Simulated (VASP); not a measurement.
Crystal: CoO.

```
CELL_PARAMETERS angstrom
3.21882 0.00000 0.00000
-1.60941 2.78758 0.00000
0.00000 0.00000 5.26334
ATOMIC_POSITIONS crystal
Co 0.33333 0.66667 0.50336
Co 0.00000 0.00000 0.00347
O 0.33333 0.66667 0.87156
O 0.00000 0.00000 0.37161
```

This cell differs from its parent crystal: volume scaled by 1.02.

Base run:

```yaml
Program: VASP 6.6.1
Functional: PBEsol
Potentials_or_basis: VASP PAW PBE potentials, release 64 (Co, O)
Cutoff: 520 eV
k_mesh: 10 × 10 × 5
Occupations: fermi-dirac, width 0.05 eV
Spin: collinear spin, ferromagnetic start
Starting_moments: "[2.0, 2.0, 0.0, 0.0] μB"
```

Its results: pressure -9.6 GPa; net moment 5.87 μB per cell; site moments Co +2.50; O +0.33 μB; largest force 0.244 eV/Å.

Problem. The run is repeated on the same cell with these changes: functional from PBEsol to LDA; potentials or basis from VASP PAW PBE potentials, release 64 (Co, O) to VASP PAW LDA potentials, release 64 (Co, O). What comes out?

Solution. Pressure -17.7 GPa; net moment 5.49 μB per cell; site moments Co +2.35; O +0.30 μB; largest force 0.228 eV/Å.

Caveats: the PAW data sets were made with another functional, which shifts forces and pressure a little (some runs).
